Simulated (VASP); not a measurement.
## Ge: single point with r2SCAN

The system is Ge.

```
Ge
1.0
     3.99759    0.00000    0.00000
    -1.99879    3.46201    0.00000
     0.00000    0.00000    6.59938
Ge
4
Direct
  0.33333 0.66667 0.93710
  0.66667 0.33333 0.43710
  0.33333 0.66667 0.56290
  0.66667 0.33333 0.06290
```

This isn't the form of Ge at room conditions, which is diamond.

| Quantity | Value |
| --- | --- |
| Program | VASP 6.6.1 |
| Task | single point |
| Functional | r2SCAN |
| Potentials or basis | VASP PAW PBE potentials, release 64 (Ge_d) |
| Cutoff | 520 eV |
| k mesh | 6 × 6 × 3 |
| Occupations | fermi-dirac, width 0.05 eV |
| Spin | non-collinear spin, zero start, spin-orbit coupling |
| Starting moments | [[0.0, 0.0, 0.0], [0.0, 0.0, 0.0], [0.0, 0.0, 0.0], [0.0, 0.0, 0.0]] μB |

| Property | Result |
| --- | --- |
| Pressure | 0.0 GPa |
| Largest force | 0.013 eV/Å |
| Net moment | 0.00 μB per cell |
| Valence electrons inside the program's atomic spheres | Ge 12.41 |

Forces on the atoms (eV/Å):
```
Ge   0.000  0.000 -0.013
Ge   0.000  0.000 -0.013
Ge   0.000  0.000  0.013
Ge   0.000  0.000  0.013
```

Stress tensor (GPa, compression positive):
```
 0.16  0.00  0.00
 0.00  0.16  0.00
 0.00  0.00 -0.16
```

Moments on the atoms (μB; x, y, z):
```
Ge  0.00 0.00 0.00
Ge  0.00 0.00 0.00
Ge  0.00 0.00 0.00
Ge  0.00 0.00 0.00
```

It took 9 min on 1 thread of Intel(R) Xeon(R) 6975P-C (Granite Rapids), with other jobs on the host, peak memory 0.5 GiB.

Caveat: the PAW data sets were made with another functional, which shifts forces and pressure a little.
